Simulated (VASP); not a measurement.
# BP (F-43m) in VASP: settings compared

Aim: see how the results for BP move with the level of theory and the settings. Levels: BLYP, LDA. Tasks: single point.

All numbers are computed with VASP 6.6.1; they aren't measurements. Logs are shortened: lines on timing, memory, paths and dates and some standing lists are left out, and cuts for length are marked.

## Step 1: The cell of the first run

Symmetry: F-43m, No. 216, cubic system. Conventional cell: a = 4.565 Å, b = 4.565 Å, c = 4.565 Å, α = 90.00°, β = 90.00°, γ = 90.00°. Within 2.6 Å of B (site symmetry -43m) lie 4 P at 1.98 Å. P (site symmetry -43m) has 4 B at 1.98 Å within 2.6 Å.

## Step 2: Single point, BLYP (volume scaled by 0.98)

File INCAR:

```
SYSTEM = BP
PREC = Accurate ; ENCUT = 520
EDIFF = 1E-6 ; ISMEAR = 0
SIGMA = 0.05 ; LREAL = .False.
LASPH = .True. ; NELM = 80
ALGO = Normal ; ISIF = 2
LWAVE = .False. ; LCHARG = .False.
GGA = B5 ; ALDAX = 1.0
AGGAX = 1.0 ; AGGAC = 1.0
ALDAC = 0.0 ; NBANDS = 11
```

File KPOINTS:

```
Automatic mesh
0
Gamma
  8 8 8
  0 0 0
```

File POSCAR:

```
BP
1.0
    0.0000000000      2.2824292038      2.2824292038
    2.2824292038      0.0000000000      2.2824292038
    2.2824292038      2.2824292038      0.0000000000
B P
1 1
Direct
    0.0000000000      0.0000000000      0.0000000000
    0.7500000000      0.7500000000      0.7500000000
```

Potentials or basis: VASP PAW PBE potentials, release 64 (B, P).

Started as:

```console
$ cat potpaw_PBE.64/B/POTCAR potpaw_PBE.64/P/POTCAR > POTCAR
$ mpirun -np 1 vasp_std > vasp.out
```

OUTCAR:

```text
SYSTEM = BP
   PREC = Accurate
   ENCUT = 520
   EDIFF = 1E-6
   ISMEAR = 0
   LREAL = .False.
   LASPH = .True.
   NELM = 80
   ISIF = 2
   GGA = B5

 ion  position               nearest neighbor table
   1  0.000  0.000  0.000-   2 1.98   2 1.98   2 1.98   2 1.98
   2  0.750  0.750  0.750-   1 1.98   1 1.98   1 1.98   1 1.98

  LATTYP: Found a face centered cubic cell.
 ALAT       =     4.5648584076

  Lattice vectors:

 A1 = (   0.0000000000,   2.2824292038,   2.2824292038)
 A2 = (   2.2824292038,   0.0000000000,   2.2824292038)
 A3 = (   2.2824292038,   2.2824292038,   0.0000000000)

Analysis of symmetry for initial positions (statically):
=====================================================================
 Subroutine PRICEL returns:
 Original cell was already a primitive cell.

 Routine SETGRP: Setting up the symmetry group for a
 face centered cubic supercell.

 Subroutine GETGRP returns: Found 24 space group operations
 (whereof 24 operations were pure point group operations)
 out of a pool of 48 trial point group operations.

The static configuration has the point symmetry T_d .

Analysis of symmetry for dynamics (positions and initial velocities):
=====================================================================
 Subroutine PRICEL returns:
 Original cell was already a primitive cell.

 Routine SETGRP: Setting up the symmetry group for a
 face centered cubic supercell.

 Subroutine GETGRP returns: Found 24 space group operations
 (whereof 24 operations were pure point group operations)
 out of a pool of 48 trial point group operations.

The dynamic configuration has the point symmetry T_d .

 Subroutine INISYM returns: Found 24 space group operations
 (whereof 24 operations are pure point group operations),
 and found     1 'primitive' translations

----------------------------------------------------------------------------------------

                                     Primitive cell

  volume of cell :      23.7806

  direct lattice vectors                    reciprocal lattice vectors
     0.000000000  2.282429204  2.282429204    -0.219064845  0.219064845  0.219064845
     2.282429204  0.000000000  2.282429204     0.219064845 -0.219064845  0.219064845
     2.282429204  2.282429204  0.000000000     0.219064845  0.219064845 -0.219064845

  length of vectors
     3.227842335  3.227842335  3.227842335     0.379431442  0.379431442  0.379431442

  position of ions in fractional coordinates (direct lattice)
     0.000000000  0.000000000  0.000000000
     0.750000000  0.750000000  0.750000000

  ion indices of the primitive-cell ions
   primitive index   ion index
                 1           1
                 2           2

----------------------------------------------------------------------------------------

 KPOINTS: Automatic mesh

Automatic generation of k-mesh.
 Grid dimensions read from file:
 generate k-points for:    8    8    8

 Generating k-lattice:

  Cartesian coordinates                     Fractional coordinates (reciprocal lattice)
    -0.027383106  0.027383106  0.027383106     0.125000000  0.000000000  0.000000000
     0.027383106 -0.027383106  0.027383106     0.000000000  0.125000000  0.000000000
     0.027383106  0.027383106 -0.027383106     0.000000000  0.000000000  0.125000000

  Length of vectors
     0.047428930  0.047428930  0.047428930

  Shift w.r.t. Gamma in fractional coordinates (k-lattice)
     0.000000000  0.000000000  0.000000000

 Subroutine IBZKPT returns following result:
 ===========================================

 Found     29 irreducible k-points:

 Following reciprocal coordinates:
            Coordinates               Weight
  0.000000  0.000000  0.000000      1.000000
  0.125000  0.000000  0.000000      8.000000
  0.250000  0.000000  0.000000      8.000000
  0.375000  0.000000  0.000000      8.000000
  0.500000  0.000000  0.000000      4.000000
  0.125000  0.125000  0.000000      6.000000
[... 16 lines left out ...]
  0.500000  0.250000  0.125000     48.000000
 -0.375000  0.250000  0.125000     24.000000
 [... further k-points ...]
   k-points           NKPTS =     29   k-points in BZ     NKDIM =     29   number of bands    NBANDS=     11
   number of dos      NEDOS =    301   number of ions     NIONS =      2
   total plane-waves  NPLWV =  13824
   dimension x,y,z NGX =    24 NGY =   24 NGZ =   24
   dimension x,y,z NGXF=    48 NGYF=   48 NGZF=   48
   ions per type =               1   1
   NGX,Y,Z   is equivalent  to a cutoff of  12.36, 12.36, 12.36 a.u.
   NGXF,Y,Z  is equivalent  to a cutoff of  24.72, 24.72, 24.72 a.u.
 SYSTEM =  BP
   PREC   = accura    normal or accurate (medium, high low for compatibility)
   ISTART =      0    job   : 0-new  1-cont  2-samecut
   ICHARG =      2    charge: 1-file 2-atom 10-const
   ISPIN  =      1    spin polarized calculation?
   LNONCOLLINEAR =      F non collinear calculations
   LSORBIT =      F    spin-orbit coupling
   LASPH  =      T    aspherical Exc in radial PAW
   ENCUT  =  520.0 eV  38.22 Ry    6.18 a.u.   6.00  6.00  6.00*2*pi/ulx,y,z
   NELM   =     80;   NELMIN=  2; NELMDL= -5     # of ELM steps
   EDIFF  = 0.1E-05   stopping-criterion for ELM
   LREAL  =      F    real-space projection
   EDIFFG = 0.1E-04   stopping-criterion for IOM
   NSW    =      0    number of steps for IOM
   IBRION =     -1    ionic relax: 0-MD 1-quasi-New 2-CG
   NFREE  =      0    steps in history (QN), initial steepest desc. (CG)
   ISIF   =      2    stress and relaxation
   ISYM   =      2    0-nonsym 1-usesym 2-fastsym
   POTIM  = 0.5000    time-step for ionic-motion
   TEBEG  =    0.0;   TEEND  =   0.0 temperature during run
   PSTRESS=    0.0 pullay stress
   NELECT =       8.0000    total number of electrons
   NUPDOWN=      -1.0000    fix difference up-down
   EMIN   =  10.00;   EMAX   =-10.00  energy-range for DOS
   EFERMI =   0.00;   METHOD = LEGACY
   ISMEAR =     0;   SIGMA  =   0.05  broadening in eV -4-tet -1-fermi 0-gaus
   EFERMI_NEDOS =   21; number of points for ismear=-14 and -15
   IALGO  =     38    algorithm
   IMIX   =      4    mixing-type and parameters
     AMIX     =   0.40;   BMIX     =  1.00
     AMIX_MAG =   1.60;   BMIX_MAG =  1.00
  volume/ion in A,a.u.               =      11.89        80.24
  Fermi-wavevector in a.u.,A,eV,Ry     =   1.138582  2.151607 17.638160  1.296368
  Thomas-Fermi vector in A             =   2.275286
   LORBIT       =      0    0 simple, 1 ext, 2 COOP (PROOUT), +10 PAW based schemes
   GGA     = B5    functional components
   LHFCALC =     F    Hartree Fock is set to
   AEXX    =    0.0000 exact exchange contribution
   IVDW    =     0    specifies the selected vdW correction
   LEPSILON=     F    determine dielectric tensor
   LRPA    =     F    only Hartree local field effects (RPA)
 non-spin polarized calculation
 Gauss-broadening in eV      SIGMA  =   0.05
  energy-cutoff  :      520.00
  volume of cell :       23.78
 maximum number of plane-waves:       652
   NGX = 13   NGY = 13   NGZ = 13

 number of electron       7.9999999 magnetization

 Free energy of the ion-electron system (eV)
  ---------------------------------------------------
  ext. energy  EPLUGINS =         0.00000000
  ---------------------------------------------------
  free energy    TOTEN  =       -11.57432474 eV

  energy without entropy =      -11.57432474  energy(sigma->0) =      -11.57432474

 E-fermi :   7.7878     XC(G=0): -10.1476

 val. band max:        7.5738871695   @ k =   0.0000   0.0000   0.0000
 cond. band min:       9.1519440150   @ k =   0.3750   0.3750   0.0000
 fundamental gap:      1.5780568454
 Fermi energy:         7.7878407059

 k-point     1 :       0.0000    0.0000    0.0000
  band No.  band energies     occupation
      1      -7.5605      2.00000
      2       7.5739      2.00000
      3       7.5739      2.00000
      4       7.5739      2.00000
      5      11.1267      0.00000
      6      11.1267      0.00000
      7      11.1267      0.00000
      8      14.7589      0.00000
      9      19.3752      0.00000
     10      19.9164      0.00000
     11      19.9164      0.00000

 k-point     2 :       0.1250    0.0000    0.0000
  band No.  band energies     occupation
      1      -7.2863      2.00000
      2       5.8009      2.00000
      3       7.1713      2.00000
      4       7.1713      2.00000
      5      11.6116      0.00000
      6      11.6918      0.00000
      7      11.6918      0.00000
      8      15.5677      0.00000
      9      19.0573      0.00000
     10      19.0573      0.00000
     11      20.1668      0.00000

 k-point     3 :       0.2500    0.0000    0.0000
  band No.  band energies     occupation
      1      -6.4841      2.00000
      2       2.8987      2.00000
      3       6.5069      2.00000
      4       6.5069      2.00000
      5      11.6514      0.00000
      6      12.4681      0.00000
      7      12.4681      0.00000
      8      17.1339      0.00000
      9      18.7890      0.00000
     10      18.7890      0.00000
     11      20.8459      0.00000

 k-point     4 :       0.3750    0.0000    0.0000
  band No.  band energies     occupation
      1      -5.2667      2.00000
      2       0.2562      2.00000
      3       6.0394      2.00000
      4       6.0394      2.00000
      5      11.4900      0.00000
      6      12.5835      0.00000
      7      12.5835      0.00000
      8      17.9185      0.00000
      9      20.3587      0.00000
     10      20.3587      0.00000
     11      21.4819      0.00000
[... 239 lines left out ...]
 k-point    22 :       0.3750    0.2500    0.1250
  band No.  band energies     occupation
      1      -5.7809      2.00000
      2       2.7585      2.00000
      3       3.9706      2.00000
      4       5.6829      2.00000
      5      11.2207      0.00000
      6      13.6741      0.00000
      7      14.0068      0.00000
      8      15.1116      0.00000
      9      19.2286      0.00000
     10      21.5569      0.00000
     11      23.1740      0.00000

 k-point    23 :       0.5000    0.2500    0.1250
  band No.  band energies     occupation
      1      -4.5959      2.00000
      2       0.6836      2.00000
      3       3.3123      2.00000
      4       4.9578      2.00000
      5      11.8894      0.00000
      6      13.1934      0.00000
      7      15.0123      0.00000
      8      15.9560      0.00000
      9      20.0183      0.00000
     10      21.0826      0.00000
     11      24.7075      0.00000

 k-point    24 :      -0.3750    0.2500    0.1250
  band No.  band energies     occupation
      1      -3.7299      2.00000
      2      -0.5895      2.00000
      3       3.2219      2.00000
      4       4.6105      2.00000
      5      11.9989      0.00000
      6      12.9202      0.00000
      7      15.8836      0.00000
      8      17.3955      0.00000
      9      18.1857      0.00000
     10      22.0470      0.00000
     11      24.6315      0.00000

 [... further k-points ...]
[... 5 lines left out ...]
  --------------------------------------------------------------------------------------
  -------------------------------------------------------------------------------------
  Total        0.4400098      0.4400098      0.4400098      0.0000000      0.0000000     -0.0000000
  in kB       29.6449656     29.6449656     29.6449656      0.0000000      0.0000000     -0.0000000
  external PRESSURE =      29.6449656 kB  Pullay stress =       0.0000000 kB

 VOLUME and BASIS-vectors are now :
 -----------------------------------------------------------------------------
  energy-cutoff  :      520.00
  volume of cell :       23.78
      direct lattice vectors                 reciprocal lattice vectors
     0.000000000  2.282429204  2.282429204    -0.219064845  0.219064845  0.219064845
     2.282429204  0.000000000  2.282429204     0.219064845 -0.219064845  0.219064845
     2.282429204  2.282429204  0.000000000     0.219064845  0.219064845 -0.219064845

 POSITION                                       TOTAL-FORCE (eV/Angst)
 -----------------------------------------------------------------------------------
      0.00000      0.00000      0.00000         0.000000     -0.000000     -0.000000
      3.42364      3.42364      3.42364        -0.000000      0.000000      0.000000
 -----------------------------------------------------------------------------------
    total drift:                               -0.000000     -0.000000     -0.000000

  FREE ENERGIE OF THE ION-ELECTRON SYSTEM (eV)
  ---------------------------------------------------
  free  energy   TOTEN  =       -11.5743247414 eV

  energy  without entropy=      -11.5743247414  energy(sigma->0) =      -11.57432474
```

Run time: 9.3 s. Hardware: 1 thread of Intel Xeon 6975P-C, shared host; peak memory 0.13 GiB.

Results:

```
Free energy            : -11.5743 eV
Pressure               : 3.0 GPa
Band gap on the k mesh : 1.58 eV, indirect (least direct gap 3.55 eV)
```

Caveat: the cell differs from its parent crystal (volume scaled by 0.98); the PAW data sets were made with another functional, which shifts forces and pressure a little. A k mesh can miss the band edges.

## Step 3: Single point, BLYP (volume scaled by 1.02)

File INCAR:

```
SYSTEM = BP
PREC = Accurate ; ENCUT = 520
EDIFF = 1E-7 ; ISMEAR = 0
SIGMA = 0.05 ; LREAL = .FALSE.
LASPH = .TRUE. ; NELM = 100
ALGO = Normal ; ISIF = 2
LWAVE = .FALSE. ; LCHARG = .FALSE.
GGA = B5 ; ALDAX = 1.0
AGGAX = 1.0 ; AGGAC = 1.0
ALDAC = 0.0 ; NBANDS = 11
```

File KPOINTS:

```
regular mesh
0
G
  8 8 8
  0 0 0
```

File POSCAR:

```
BP
1.0
    0.0000000000      2.3130694936      2.3130694936
    2.3130694936      0.0000000000      2.3130694936
    2.3130694936      2.3130694936      0.0000000000
B P
1 1
Direct
    0.0000000000      0.0000000000      0.0000000000
    0.7500000000      0.7500000000      0.7500000000
```

Potentials or basis: VASP PAW PBE potentials, release 64 (B, P).

Started as:

```console
$ cat potpaw_PBE.64/B/POTCAR potpaw_PBE.64/P/POTCAR > POTCAR
$ mpirun -np 1 vasp_std > vasp.out
```

It took 10 s on 1 thread of Intel Xeon 6975P-C, shared host; peak memory 0.13 GiB.

It converged, with:

| Property | Result |
| --- | --- |
| Free energy | -11.5742 eV |
| Pressure | -3.0 GPa |
| Band gap on the k mesh | 1.62 eV, indirect (least direct gap 3.49 eV) |

Levels at points of the mesh, in eV from the valence-band top:
| k point | band 2 | band 3 | band 4 | band 5 | band 6 | band 7 |
| --- | --- | --- | --- | --- | --- | --- |
| (0.00, 0.00, 0.00) | 0.00 | 0.00 | 0.00 | 3.49 | 3.49 | 3.49 |
| (0.50, 0.00, 0.00) | -8.44 | -1.65 | -1.65 | 3.60 | 4.89 | 4.89 |
| (0.50, 0.50, 0.00) | -8.15 | -3.81 | -3.81 | 1.75 | 2.01 | 11.63 |

Caveat: the cell differs from its parent crystal (volume scaled by 1.02); the PAW data sets were made with another functional, which shifts forces and pressure a little. A k mesh can miss the band edges.

## Step 4: Single point, BLYP (volume scaled by 0.96)

File INCAR:

```
SYSTEM = BP
PREC = Accurate
ENCUT = 520
EDIFF = 1E-6
ISMEAR = 0
SIGMA = 0.05
LREAL = .FALSE.
LASPH = .TRUE.
NELM = 80
ALGO = Normal
ISIF = 2
LWAVE = .FALSE.
LCHARG = .FALSE.
GGA = B5
ALDAX = 1.0
AGGAX = 1.0
AGGAC = 1.0
ALDAC = 0.0
NBANDS = 11
```

KPOINTS is that of step 3.

File POSCAR:

```
BP
1.0
    0.0000000000      2.2667956365      2.2667956365
    2.2667956365      0.0000000000      2.2667956365
    2.2667956365      2.2667956365      0.0000000000
B P
1 1
Direct
    0.0000000000      0.0000000000      0.0000000000
    0.7500000000      0.7500000000      0.7500000000
```

Started as:

```console
$ cat potpaw_PBE.64/B/POTCAR potpaw_PBE.64/P/POTCAR > POTCAR
$ mpirun -np 1 vasp_std > vasp.out
```

Run time: 10 s. Hardware: 1 thread of Intel Xeon 6975P-C, shared host; peak memory 0.13 GiB.

The run converged. Its results:

```yaml
Free_energy: -11.5601 eV
Pressure: 6.4 GPa
Band_gap_on_the_k_mesh: 1.56 eV, indirect (least direct gap 3.59 eV)
```

Levels at points of the mesh, in eV from the valence-band top:
| k point | band 2 | band 3 | band 4 | band 5 | band 6 | band 7 |
| --- | --- | --- | --- | --- | --- | --- |
| (0.00, 0.00, 0.00) | 0.00 | 0.00 | 0.00 | 3.59 | 3.59 | 3.59 |
| (0.50, 0.00, 0.00) | -8.85 | -1.72 | -1.72 | 3.97 | 4.95 | 4.95 |
| (0.50, 0.50, 0.00) | -8.45 | -4.02 | -4.02 | 1.65 | 1.97 | 12.21 |

Caveat: the cell differs from its parent crystal (volume scaled by 0.96); the PAW data sets were made with another functional, which shifts forces and pressure a little. A k mesh can miss the band edges.

## Step 5: Single point, LDA

This run uses another cell than the first one, of 11.68 Å³/atom, 0.982 times its volume.

File INCAR:

```
SYSTEM = BP
ALGO     = Normal         ! electronic algorithm
EDIFF    = 1E-6           ! SCF threshold, eV
ENCUT    = 520            ! plane-wave cutoff, eV
ISIF     = 2              ! what is computed and relaxed
ISMEAR   = 0              ! smearing method
LASPH    = .True.         ! aspherical terms in the spheres
LCHARG   = .True.         ! write CHGCAR
LELF     = .True.         ! ELF
LREAL    = .False.        ! projectors in reciprocal space
LVHAR    = .True.       
LWAVE    = .False.        ! write WAVECAR
NBANDS   = 11             ! bands
NELM     = 60             ! most SCF steps
PREC     = Accurate       ! precision mode
SIGMA    = 0.05           ! smearing width, eV
```

File KPOINTS:

```
k-points
0
Gamma
  8 8 8
  0 0 0
```

File POSCAR:

```
BP
1.0
    0.0000000000      2.2690012231      2.2690012231
    2.2690012231      0.0000000000      2.2690012231
    2.2690012231      2.2690012231      0.0000000000
B P
1 1
Direct
    0.0000000000      0.0000000000      0.0000000000
    0.7500000000      0.7500000000      0.7500000000
```

Potentials or basis: VASP PAW LDA potentials, release 64 (B, P).

Started as:

```console
$ cat potpaw_LDA.64/B/POTCAR potpaw_LDA.64/P/POTCAR > POTCAR
$ mpirun -np 1 vasp_std > vasp.out
```

Run time: 5.7 s. Hardware: 1 thread of Intel Xeon 6975P-C, shared host; peak memory 0.12 GiB.

The run converged. Its results:

```
Free energy            : -14.3852 eV
Pressure               : -5.3 GPa
Band gap on the k mesh : 1.22 eV, indirect (least direct gap 3.38 eV)
```

Levels at points of the mesh, in eV from the valence-band top:
```
           k point  band 1  band 2  band 3  band 4  band 5  band 6  band 7  band 8  band 9
(0.00, 0.00, 0.00)  -15.39    0.00    0.00    0.00    3.38    3.38    3.38    7.37   11.26
(0.50, 0.00, 0.00)  -12.06   -9.01   -1.75   -1.75    3.78    4.68    4.68    9.92   14.54
(0.50, 0.50, 0.00)  -10.56   -8.49   -4.11   -4.11    1.30    1.55   12.00   12.00   14.97
```

A k mesh can miss the band edges. A hybrid or GW would open this gap; LDA tends to underestimate it.

## Step 6: Overview

| level | potentials or basis | cell | gap on the mesh (eV) | pressure (GPa) |
| --- | --- | --- | --- | --- |
| BLYP | VASP PAW PBE potentials, release 64 (B, P) | a = 3.228 Å, angles 60.0°, 2 atoms | 1.58 | 3.0 |
| BLYP | VASP PAW PBE potentials, release 64 (B, P) | a = 3.271 Å, angles 60.0°, 2 atoms | 1.62 | -3.0 |
| BLYP | VASP PAW PBE potentials, release 64 (B, P) | a = 3.206 Å, angles 60.0°, 2 atoms | 1.56 | 6.4 |
| LDA | VASP PAW LDA potentials, release 64 (B, P) | a = 3.209 Å, angles 60.0°, 2 atoms | 1.22 | -5.3 |

Alike in all rows: task single point; no spin polarisation; k mesh 8 × 8 × 8; cutoff (eV) 520; smearing gaussian 0.05 eV.

Caveats: the PAW data sets were made with another functional, which shifts forces and pressure a little (some runs).

Total energies depend on the potentials used, so only differences within one code and one set of settings carry meaning.
